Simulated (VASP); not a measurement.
The system is CuO (Tenorite).

```
Cu O
1.0
     2.31020   -1.68817    0.00000
     2.31020    1.68817    0.00000
    -0.83854    0.00000    4.98951
Cu O
2 2
Direct
  0.50000 0.00000 0.50000
  0.00000 0.50000 0.00000
  0.41840 0.58160 0.75000
  0.58160 0.41840 0.25000
```

This cell differs from its parent crystal: volume scaled by 0.96.

Program: VASP 6.6.1. Alike in all runs: task single point; no spin polarisation; cell as given; k mesh 10 × 10 × 5; cutoff (eV) 520; smearing fermi-dirac 0.05 eV.

Order these runs on this cell by their pressure, lowest first.
A. level PBEsol; potentials or basis VASP PAW PBE potentials, release 64 (Cu, O)
B. level BLYP; potentials or basis VASP PAW PBE potentials, release 64 (Cu, O)
C. level LDA; potentials or basis VASP PAW LDA potentials, release 64 (Cu, O)

C (-1.4 GPa), A (5.9 GPa), B (22.5 GPa).

Caveats: the PAW data sets were made with another functional, which shifts forces and pressure a little (some runs).
